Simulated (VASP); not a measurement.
# CsZn2 (P6/mmm) in VASP: a series of runs

The runs below take CsZn2 through single point, relaxation of cell and atoms, with PBE.

All numbers are computed with VASP 6.6.1; they aren't measurements. Logs are shortened: lines on timing, memory, paths and dates and some standing lists are left out, and cuts for length are marked.

## (1) The cell of the first run

The structure is hexagonal, space group P6/mmm (No. 191). Conventional cell: a = 5.132 Å, b = 5.132 Å, c = 3.263 Å, α = 90.00°, β = 90.00°, γ = 120.00°. Cs (site symmetry 6/mmm) has 2 Cs at 3.26 Å and 12 Zn at 3.38 Å within 4.3 Å. Zn (site symmetry -6m2) has 5 Zn at 2.96 to 3.26 Å and 6 Cs at 3.38 Å within 3.9 Å.

## (2) Single point, PBE

File INCAR:

```
SYSTEM = CsZn2
ALGO     = Normal         ! electronic algorithm
EDIFF    = 1E-6           ! SCF threshold, eV
ENCUT    = 520            ! plane-wave cutoff, eV
GGA      = PE             ! functional
ISIF     = 2              ! what is computed and relaxed
ISMEAR   = 0              ! smearing method
LASPH    = .True.         ! aspherical terms in the spheres
LCHARG   = .True.         ! write CHGCAR
LELF     = .True.         ! ELF
LREAL    = .False.        ! projectors in reciprocal space
LVHAR    = .True.       
LWAVE    = .False.        ! write WAVECAR
NBANDS   = 24             ! bands
NELM     = 100            ! most SCF steps
PREC     = Accurate       ! precision mode
SIGMA    = 0.1            ! smearing width, eV
```

File KPOINTS:

```
k-points
0
Gamma
  6 6 6
  0 0 0
```

File POSCAR:

```
CsZn2
1.0
    5.1322875741      0.0000000000      0.0000000000
   -2.5661437870      4.4446914188      0.0000000000
    0.0000000000      0.0000000000      3.2625467131
Cs Zn
1 2
Direct
    0.0000000000      0.0000000000      0.0000000000
    0.3333333333      0.6666666667      0.5000000000
    0.6666666667      0.3333333333      0.5000000000
```

Potentials or basis: VASP PAW PBE potentials, release 64 (Cs_sv, Zn).

Launch:

```
cat potpaw_PBE.64/Cs_sv/POTCAR potpaw_PBE.64/Zn/POTCAR > POTCAR
mpirun -np 1 vasp_std > vasp.out
```

OUTCAR:

```text
SYSTEM = CsZn2
   EDIFF = 1E-6
   ENCUT = 520
   GGA = PE
   ISIF = 2
   ISMEAR = 0
   LASPH = .True.
   LREAL = .False.
   NELM = 100
   PREC = Accurate

 ion  position               nearest neighbor table
   1  0.000  0.000  0.000-
   2  0.333  0.667  0.500-   3 2.96   3 2.96   3 2.96
   3  0.667  0.333  0.500-   2 2.96   2 2.96   2 2.96

  LATTYP: Found a hexagonal cell.
 ALAT       =     5.1322875741
 C/A-ratio  =     0.6356905505

  Lattice vectors:

 A1 = (   5.1322875741,   0.0000000000,   0.0000000000)
 A2 = (  -2.5661437870,   4.4446914188,   0.0000000000)
 A3 = (   0.0000000000,   0.0000000000,   3.2625467131)

Analysis of symmetry for initial positions (statically):
=====================================================================
 Subroutine PRICEL returns:
 Original cell was already a primitive cell.

 Routine SETGRP: Setting up the symmetry group for a
 hexagonal supercell.

 Subroutine GETGRP returns: Found 24 space group operations
 (whereof 24 operations were pure point group operations)
 out of a pool of 24 trial point group operations.

The static configuration has the point symmetry D_6h.

Analysis of symmetry for dynamics (positions and initial velocities):
=====================================================================
 Subroutine PRICEL returns:
 Original cell was already a primitive cell.

 Routine SETGRP: Setting up the symmetry group for a
 hexagonal supercell.

 Subroutine GETGRP returns: Found 24 space group operations
 (whereof 24 operations were pure point group operations)
 out of a pool of 24 trial point group operations.

The dynamic configuration has the point symmetry D_6h.

 Subroutine INISYM returns: Found 24 space group operations
 (whereof 24 operations are pure point group operations),
 and found     1 'primitive' translations

----------------------------------------------------------------------------------------

                                     Primitive cell

  volume of cell :      74.4234

  direct lattice vectors                    reciprocal lattice vectors
     5.132287574  0.000000000  0.000000000     0.194844888  0.112493749  0.000000000
    -2.566143787  4.444691419  0.000000000     0.000000000  0.224987498  0.000000000
     0.000000000  0.000000000  3.262546713     0.000000000  0.000000000  0.306509021

  length of vectors
     5.132287574  5.132287574  3.262546713     0.224987498  0.224987498  0.306509021

  position of ions in fractional coordinates (direct lattice)
     0.000000000  0.000000000  0.000000000
     0.333333333  0.666666667  0.500000000
     0.666666667  0.333333333  0.500000000

  ion indices of the primitive-cell ions
   primitive index   ion index
                 1           1
                 2           2
                 3           3

----------------------------------------------------------------------------------------

 KPOINTS: k-points

Automatic generation of k-mesh.
 Grid dimensions read from file:
 generate k-points for:    6    6    6

 Generating k-lattice:

  Cartesian coordinates                     Fractional coordinates (reciprocal lattice)
     0.032474148  0.018748958  0.000000000     0.166666667  0.000000000  0.000000000
     0.000000000  0.037497916  0.000000000     0.000000000  0.166666667  0.000000000
     0.000000000  0.000000000  0.051084837     0.000000000  0.000000000  0.166666667

  Length of vectors
     0.037497916  0.037497916  0.051084837

  Shift w.r.t. Gamma in fractional coordinates (k-lattice)
     0.000000000  0.000000000  0.000000000

 Subroutine IBZKPT returns following result:
 ===========================================

 Found     28 irreducible k-points:

 Following reciprocal coordinates:
            Coordinates               Weight
  0.000000  0.000000  0.000000      1.000000
  0.166667 -0.000000  0.000000      6.000000
  0.333333 -0.000000  0.000000      6.000000
  0.500000 -0.000000  0.000000      3.000000
  0.166667  0.166667  0.000000      6.000000
  0.333333  0.166667  0.000000     12.000000
[... 16 lines left out ...]
  0.166667 -0.000000  0.500000      6.000000
  0.333333 -0.000000  0.500000      6.000000
 [... further k-points ...]
   k-points           NKPTS =     28   k-points in BZ     NKDIM =     28   number of bands    NBANDS=     24
   number of dos      NEDOS =    301   number of ions     NIONS =      3
   total plane-waves  NPLWV =  38400
   dimension x,y,z NGX =    40 NGY =   40 NGZ =   24
   dimension x,y,z NGXF=    80 NGYF=   80 NGZF=   48
   ions per type =               1   2
   NGX,Y,Z   is equivalent  to a cutoff of  12.96, 12.96, 12.23 a.u.
   NGXF,Y,Z  is equivalent  to a cutoff of  25.91, 25.91, 24.46 a.u.
 SYSTEM =  CsZn2
   PREC   = accura    normal or accurate (medium, high low for compatibility)
   ISTART =      0    job   : 0-new  1-cont  2-samecut
   ICHARG =      2    charge: 1-file 2-atom 10-const
   ISPIN  =      1    spin polarized calculation?
   LNONCOLLINEAR =      F non collinear calculations
   LSORBIT =      F    spin-orbit coupling
   LASPH  =      T    aspherical Exc in radial PAW
   ENCUT  =  520.0 eV  38.22 Ry    6.18 a.u.   9.54  9.54  6.07*2*pi/ulx,y,z
   NELM   =    100;   NELMIN=  2; NELMDL= -5     # of ELM steps
   EDIFF  = 0.1E-05   stopping-criterion for ELM
   LREAL  =      F    real-space projection
   EDIFFG = 0.1E-04   stopping-criterion for IOM
   NSW    =      0    number of steps for IOM
   IBRION =     -1    ionic relax: 0-MD 1-quasi-New 2-CG
   NFREE  =      0    steps in history (QN), initial steepest desc. (CG)
   ISIF   =      2    stress and relaxation
   ISYM   =      2    0-nonsym 1-usesym 2-fastsym
   POTIM  = 0.5000    time-step for ionic-motion
   TEBEG  =    0.0;   TEEND  =   0.0 temperature during run
   PSTRESS=    0.0 pullay stress
   NELECT =      33.0000    total number of electrons
   NUPDOWN=      -1.0000    fix difference up-down
   EMIN   =  10.00;   EMAX   =-10.00  energy-range for DOS
   EFERMI =   0.00;   METHOD = LEGACY
   ISMEAR =     0;   SIGMA  =   0.10  broadening in eV -4-tet -1-fermi 0-gaus
   EFERMI_NEDOS =   21; number of points for ismear=-14 and -15
   IALGO  =     38    algorithm
   IMIX   =      4    mixing-type and parameters
     AMIX     =   0.40;   BMIX     =  1.00
     AMIX_MAG =   1.60;   BMIX_MAG =  1.00
  volume/ion in A,a.u.               =      24.81       167.41
  Fermi-wavevector in a.u.,A,eV,Ry     =   1.248369  2.359076 21.203667  1.558426
  Thomas-Fermi vector in A             =   2.382459
   LORBIT       =      0    0 simple, 1 ext, 2 COOP (PROOUT), +10 PAW based schemes
   GGA     = PE    functional components
   LHFCALC =     F    Hartree Fock is set to
   AEXX    =    0.0000 exact exchange contribution
   IVDW    =     0    specifies the selected vdW correction
   LEPSILON=     F    determine dielectric tensor
   LRPA    =     F    only Hartree local field effects (RPA)
 non-spin polarized calculation
 Gauss-broadening in eV      SIGMA  =   0.10
  energy-cutoff  :      520.00
  volume of cell :       74.42
 maximum number of plane-waves:      2023
 NGX is ok and might be reduce to    40
   NGX = 19   NGY = 19   NGZ = 13

 number of electron      32.9999982 magnetization

 Free energy of the ion-electron system (eV)
  ---------------------------------------------------
  ext. energy  EPLUGINS =         0.00000000
  ---------------------------------------------------
  free energy    TOTEN  =        -1.70664876 eV

  energy without entropy =       -1.68886840  energy(sigma->0) =       -1.69775858

 E-fermi :   3.0241     XC(G=0):  -9.9068

 val. band max:        3.0146841433   @ k =   0.5000  -0.0000   0.3333
 cond. band min:       3.0418858418   @ k =   0.1667  -0.0000   0.5000
 fundamental gap:      0.0272016985
 Fermi energy:         3.0241457504

 k-point     1 :       0.0000    0.0000    0.0000
  band No.  band energies     occupation
      1     -19.8466      2.00000
      2      -6.8745      2.00000
      3      -6.8745      2.00000
      4      -4.6599      2.00000
      5      -4.4819      2.00000
      6      -4.3167      2.00000
[... 16 lines left out ...]
     23      11.6145      0.00000
     24      11.6145      0.00000

 k-point     2 :       0.1667   -0.0000    0.0000
  band No.  band energies     occupation
      1     -19.8412      2.00000
      2      -7.0582      2.00000
      3      -6.8846      2.00000
      4      -4.6897      2.00000
      5      -4.4711      2.00000
      6      -4.3455      2.00000
[... 16 lines left out ...]
     23      11.5527      0.00000
     24      12.2486      0.00000

 k-point     3 :       0.3333   -0.0000    0.0000
  band No.  band energies     occupation
      1     -19.8303      2.00000
      2      -7.3502      2.00000
      3      -6.9052      2.00000
      4      -4.7457      2.00000
      5      -4.4524      2.00000
      6      -4.4120      2.00000
[... 16 lines left out ...]
     23      11.4385      0.00000
     24      12.1700      0.00000

 k-point     4 :       0.5000   -0.0000    0.0000
  band No.  band energies     occupation
      1     -19.8249      2.00000
      2      -7.4720      2.00000
      3      -6.9155      2.00000
      4      -4.7718      2.00000
      5      -4.4696      2.00000
      6      -4.4275      2.00000
[... 16 lines left out ...]
     23      10.7458      0.00000
     24      11.3854      0.00000

 k-point     5 :       0.1667    0.1667    0.0000
  band No.  band energies     occupation
      1     -19.8331      2.00000
      2      -7.2535      2.00000
      3      -6.9366      2.00000
      4      -4.7332      2.00000
      5      -4.4559      2.00000
      6      -4.3919      2.00000
[... 451 lines left out ...]
 k-point    22 :       0.0000    0.0000    0.5000
  band No.  band energies     occupation
      1     -19.1646      2.00000
      2      -8.6552      2.00000
      3      -6.0902      2.00000
      4      -6.0902      2.00000
      5      -4.4205      2.00000
      6      -4.4205      2.00000
[... 16 lines left out ...]
     23       6.8037      0.00000
     24       6.8037      0.00000

 k-point    23 :       0.1667   -0.0000    0.5000
  band No.  band energies     occupation
      1     -19.1614      2.00000
      2      -8.6221      2.00000
      3      -6.1597      2.00000
      4      -6.1267      2.00000
      5      -4.3861      2.00000
      6      -4.3749      2.00000
[... 16 lines left out ...]
     23       7.5011      0.00000
     24       8.4057      0.00000

 k-point    24 :       0.3333   -0.0000    0.5000
  band No.  band energies     occupation
      1     -19.1551      2.00000
      2      -8.5551      2.00000
      3      -6.2914      2.00000
      4      -6.1951      2.00000
      5      -4.4311      2.00000
      6      -4.3919      2.00000
[... 16 lines left out ...]
     23      10.2530      0.00000
     24      10.3276      0.00000

 [... further k-points ...]

------------------------ aborting loop because EDIFF is reached ----------------------------------------

  FORCE on cell =-STRESS in cart. coord.  units (eV):
  Direction    XX          YY          ZZ          XY          YZ          ZX
  --------------------------------------------------------------------------------------
  -------------------------------------------------------------------------------------
  Total        2.8471179      2.8471179      3.5656030      0.0000000      0.0000000      0.0000000
  in kB       61.2924103     61.2924103     76.7598714      0.0000000      0.0000000      0.0000000
  external PRESSURE =      66.4482307 kB  Pullay stress =       0.0000000 kB

 VOLUME and BASIS-vectors are now :
 -----------------------------------------------------------------------------
  energy-cutoff  :      520.00
  volume of cell :       74.42
      direct lattice vectors                 reciprocal lattice vectors
     5.132287574  0.000000000  0.000000000     0.194844888  0.112493749  0.000000000
    -2.566143787  4.444691419  0.000000000     0.000000000  0.224987498  0.000000000
     0.000000000  0.000000000  3.262546713     0.000000000  0.000000000  0.306509021

 POSITION                                       TOTAL-FORCE (eV/Angst)
 -----------------------------------------------------------------------------------
      0.00000      0.00000      0.00000         0.000000      0.000000     -0.000000
     -0.00000      2.96313      1.63127         0.000000      0.000000     -0.000000
      2.56614      1.48156      1.63127        -0.000000     -0.000000      0.000000
 -----------------------------------------------------------------------------------
    total drift:                               -0.000000      0.000000      0.000000

  FREE ENERGIE OF THE ION-ELECTRON SYSTEM (eV)
  ---------------------------------------------------
  free  energy   TOTEN  =        -1.7066487616 eV

  energy  without entropy=       -1.6888683971  energy(sigma->0) =       -1.69775858
```

Run time: 25 s. Hardware: 1 thread of Intel Xeon 6975P-C (Granite Rapids), shared host; peak memory 0.2 GiB.

What came out:

```yaml
Free_energy: -1.7066 eV
Pressure: 6.6 GPa
```

Levels at points of the mesh, in eV from the Fermi level:
```tsv
k point	band 13	band 14	band 15	band 16	band 17	band 18	band 19	band 20
(0.00, 0.00, 0.00)	-7.05	-7.05	-6.51	-0.91	-0.88	-0.88	2.43	5.69
(0.50, 0.00, 0.00)	-7.11	-7.07	-4.47	-3.62	0.87	1.34	3.13	3.42
(0.00, 0.00, 0.50)	-7.08	-7.01	-3.24	-1.84	1.26	1.26	2.05	2.05
(0.50, 0.00, 0.50)	-7.04	-7.04	-3.74	-1.44	-0.54	-0.17	0.62	4.87
```

Caveat: spin-orbit coupling is left out, which moves the levels of the heavy elements.

## (3) Single point, PBE

This run uses another cell than the first one, of 34.42 Å³/atom, 1.388 times its volume.

File INCAR:

```
  PREC = Accurate
  ENCUT = 520
  EDIFF = 1E-6
  ISMEAR = 0
  SIGMA = 0.1
  LREAL = False
  LASPH = True
  NELM = 100
  ALGO = Fast
  ISIF = 2
  LWAVE = False
  LCHARG = True
  GGA = PE
  LELF = True
  LVHAR = True
  NBANDS = 24
```

File KPOINTS:

```
Automatic mesh
0
Gamma
  6 6 6
```

File POSCAR:

```
CsZn2
1.0
    4.5229288729      0.0000000000      0.0000000000
   -2.2614644364      3.9169713035      0.0000000000
    0.0000000000      0.0000000000      5.8291408550
Cs Zn
1 2
Direct
    0.0000000000      0.0000000000      0.0000000000
    0.3333333333      0.6666666667      0.5000000000
    0.6666666667      0.3333333333      0.5000000000
```

Potentials or basis: VASP PAW PBE potentials, release 64 (Cs_sv, Zn).

Launch:

```
cat potpaw_PBE.64/Cs_sv/POTCAR potpaw_PBE.64/Zn/POTCAR > POTCAR
mpirun -np 1 vasp_std > vasp.out
```

OUTCAR:

```text
PREC = Accurate
   ENCUT = 520
   EDIFF = 1E-6
   ISMEAR = 0
   LREAL = False
   LASPH = True
   NELM = 100
   ISIF = 2
   GGA = PE

 ion  position               nearest neighbor table
   1  0.000  0.000  0.000-
   2  0.333  0.667  0.500-   3 2.61   3 2.61   3 2.61
   3  0.667  0.333  0.500-   2 2.61   2 2.61   2 2.61

  LATTYP: Found a hexagonal cell.
 ALAT       =     4.5229288729
 C/A-ratio  =     1.2887978164

  Lattice vectors:

[... 840 lines left out ...]

  FORCE on cell =-STRESS in cart. coord.  units (eV):
  Direction    XX          YY          ZZ          XY          YZ          ZX
  --------------------------------------------------------------------------------------
  -------------------------------------------------------------------------------------
  Total        0.1469293      0.1469293      0.2547626      0.0000000     -0.0000000      0.0000000
  in kB        2.2795244      2.2795244      3.9524974      0.0000000     -0.0000000      0.0000000
  external PRESSURE =       2.8371821 kB  Pullay stress =       0.0000000 kB

 VOLUME and BASIS-vectors are now :
 -----------------------------------------------------------------------------
  energy-cutoff  :      520.00
  volume of cell :      103.27
      direct lattice vectors                 reciprocal lattice vectors
     4.522928873  0.000000000  0.000000000     0.221095672  0.127649646  0.000000000
    -2.261464436  3.916971304  0.000000000     0.000000000  0.255299292  0.000000000
     0.000000000  0.000000000  5.829140855     0.000000000  0.000000000  0.171551868

 POSITION                                       TOTAL-FORCE (eV/Angst)
 -----------------------------------------------------------------------------------
      0.00000      0.00000      0.00000        -0.000000      0.000000      0.000000
     -0.00000      2.61131      2.91457        -0.000000      0.000000      0.000000
      2.26146      1.30566      2.91457         0.000000     -0.000000      0.000000
 -----------------------------------------------------------------------------------
    total drift:                                0.000000      0.000000     -0.000000

  FREE ENERGIE OF THE ION-ELECTRON SYSTEM (eV)
  ---------------------------------------------------
  free  energy   TOTEN  =        -2.6301304002 eV

  energy  without entropy=       -2.6201965491  energy(sigma->0) =       -2.62516347
```

OSZICAR:

```text
N       E                     dE             d eps       ncg     rms          rms(c)
DAV:   1     0.199787754463E+03    0.19979E+03   -0.14827E+04  1344   0.147E+03
DAV:   2     0.150216377924E+02   -0.18477E+03   -0.17465E+03  1472   0.311E+02
DAV:   3    -0.243775928085E+01   -0.17459E+02   -0.17341E+02  1656   0.921E+01
DAV:   4    -0.276903832038E+01   -0.33128E+00   -0.33056E+00  1520   0.130E+01
DAV:   5    -0.277140545166E+01   -0.23671E-02   -0.23671E-02  1600   0.994E-01    0.217E+00
RMM:   6    -0.264610623199E+01    0.12530E+00   -0.57695E-01  1398   0.689E+00    0.143E+00
RMM:   7    -0.263258393535E+01    0.13522E-01   -0.23982E-02  1555   0.138E+00    0.686E-01
RMM:   8    -0.262964225493E+01    0.29417E-02   -0.15123E-02  1579   0.733E-01    0.152E-01
RMM:   9    -0.263015633389E+01   -0.51408E-03   -0.25343E-03  1528   0.533E-01    0.784E-02
RMM:  10    -0.263011963889E+01    0.36695E-04   -0.51406E-04  1696   0.170E-01    0.295E-02
RMM:  11    -0.263013408973E+01   -0.14451E-04   -0.67231E-05  1579   0.614E-02    0.174E-02
RMM:  12    -0.263013006724E+01    0.40225E-05   -0.31754E-05  1583   0.483E-02    0.293E-03
RMM:  13    -0.263013040024E+01   -0.33300E-06   -0.36219E-06  1320   0.972E-03
   1 F= -.26301304E+01 E0= -.26251635E+01  d E =-.993385E-02
```

It took 32 s on 1 thread of Intel Xeon 6975P-C (Granite Rapids), shared host; peak memory 0.26 GiB.

Results:

```
Free energy : -2.6301 eV
Pressure    : 0.3 GPa
```

Stress tensor (GPa, compression positive):
```
0.23 0.00 0.00
0.00 0.23 0.00
0.00 0.00 0.40
```

Levels at points of the mesh, in eV from the Fermi level:
| k point | band 13 | band 14 | band 15 | band 16 | band 17 | band 18 | band 19 | band 20 |
| --- | --- | --- | --- | --- | --- | --- | --- | --- |
| (0.00, 0.00, 0.00) | -6.98 | -6.98 | -6.19 | 0.38 | 0.85 | 1.98 | 1.98 | 2.97 |
| (0.50, 0.00, 0.00) | -6.83 | -6.78 | -4.07 | -3.35 | 0.21 | 1.05 | 1.47 | 3.14 |
| (0.00, 0.00, 0.50) | -6.97 | -6.97 | -5.51 | -1.69 | 2.60 | 2.60 | 2.89 | 3.30 |
| (0.50, 0.00, 0.50) | -6.86 | -6.78 | -4.43 | -2.82 | 0.42 | 0.57 | 1.22 | 3.52 |

Caveat: spin-orbit coupling is left out, which moves the levels of the heavy elements.

(Continued in part 2 of 2.)
